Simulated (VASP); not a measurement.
Write the native input for VASP 6.6.1 that does the following.

```yaml
Task: density of states
Functional: PBEsol
Potentials_or_basis: VASP PAW PBE potentials, release 64 (In_d, P)
Cutoff: 520 eV
k_mesh: 13 × 13 × 13
Occupations: fermi-dirac, width 0.1 eV
Spin: no spin polarisation
Dipole_correction: no
k_mesh_for_the_DOS: 20 × 20 × 20
Occupations_for_the_DOS: tetrahedron
Further_INCAR_settings: ALGO = Normal; EDIFF = 1e-07; NBANDS = 16
```

InP (rocksalt type):

```
In P
1.0
     0.00000    2.61601    2.61601
     2.61601    0.00000    2.61601
     2.61601    2.61601    0.00000
In P
1 1
Direct
  0.00000 0.00000 0.00000
  0.50000 0.50000 0.50000
```

This cell differs from its parent crystal: volume scaled by 0.88.

These files were run (other wordings do the same):

POSCAR

```
InP
1.0
    0.0000000000      2.6160082944      2.6160082944
    2.6160082944      0.0000000000      2.6160082944
    2.6160082944      2.6160082944      0.0000000000
In P
1 1
Direct
    0.0000000000      0.0000000000      0.0000000000
    0.5000000000      0.5000000000      0.5000000000
```

INCAR.step1

```
PREC     = Accurate       # precision mode
ENCUT    = 520            # plane-wave cutoff, eV
EDIFF    = 1E-7           # SCF threshold, eV
ISMEAR   = -1             # smearing method
SIGMA    = 0.1            # smearing width, eV
LREAL    = False          # projectors in reciprocal space
LASPH    = True           # aspherical terms in the spheres
NELM     = 80             # most SCF steps
ALGO     = Normal         # electronic algorithm
ISIF     = 2              # what is computed and relaxed
LWAVE    = False          # write WAVECAR
LCHARG   = True           # write CHGCAR
GGA      = PS             # functional
NBANDS   = 16             # bands
```

KPOINTS.step1

```
regular mesh
0
Gamma
  13 13 13
```

INCAR.step2

```
PREC     = Accurate       # precision mode
ENCUT    = 520            # plane-wave cutoff, eV
EDIFF    = 1E-7           # SCF threshold, eV
ISMEAR   = -5             # smearing method
SIGMA    = 0.1            # smearing width, eV
LREAL    = False          # projectors in reciprocal space
LASPH    = True           # aspherical terms in the spheres
NELM     = 80             # most SCF steps
ALGO     = Normal         # electronic algorithm
ISIF     = 2              # what is computed and relaxed
LWAVE    = False          # write WAVECAR
LCHARG   = False          # write CHGCAR
GGA      = PS             # functional
LORBIT   = 11             # projections on sites
NBANDS   = 16             # bands
NEDOS    = 2001           # points of the DOS
ICHARG   = 11             # starting density
```

KPOINTS.step2

```
regular mesh
0
Gamma
  20 20 20
```

Potentials or basis: VASP PAW PBE potentials, release 64 (In_d, P).

Run with:

```bash
$ cat potpaw_PBE.64/In_d/POTCAR potpaw_PBE.64/P/POTCAR > POTCAR
$ cp INCAR.step1 INCAR
$ cp KPOINTS.step1 KPOINTS
$ mpirun -np 1 vasp_std > vasp.out
$ cp INCAR.step2 INCAR
$ cp KPOINTS.step2 KPOINTS
$ mpirun -np 1 vasp_std > vasp.out
```

It gave:

| Item | Value |
| --- | --- |
| Valence electrons inside the program's atomic spheres | In 11.54; P 2.54 |

Caveat: spin-orbit coupling is left out, which moves the levels of the heavy elements.

Wall time 51 s on 1 thread of Intel(R) Xeon(R) 6975P-C (Granite Rapids), with other jobs on the host, peak memory 0.26 GiB.
